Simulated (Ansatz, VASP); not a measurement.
Two plane-wave programs on Ru

```
CELL_PARAMETERS angstrom
2.91654 0.00000 0.00000
-1.45827 2.52579 0.00000
0.00000 0.00000 8.01752
ATOMIC_POSITIONS crystal
Ru 0.00000 0.00000 0.00000
Ru 0.00000 0.00000 0.50000
Ru 0.33333 0.66667 0.00500
Ru 0.66667 0.33333 0.50500
```

Alike in both runs: task single point; functional PBE; k mesh 9 × 9 × 2; occupations gaussian, width 0.1 eV; no spin polarisation.

```csv
,VASP,Ansatz
version,VASP 6.6.1,Ansatz 0.2.0
potentials or method,"VASP PAW PBE potentials, release 64 (Ru_sv), cutoff 560 eV","scalar-relativistic, plane waves, PAW"
valence electrons in the cell,64,64
```

```csv
,VASP,Ansatz,Ansatz less VASP
gap on the k mesh at the Fermi level (eV),none,none,-
rms of the force components (eV/Å),2.861,3.038,+0.1778
```

Atom by atom the forces differ by 0.178 eV/Å (rms over components). A gap of «none» marks a metal or a gap that the smearing closes.

The k mesh is coarse, so the values compare programs but aren't converged.
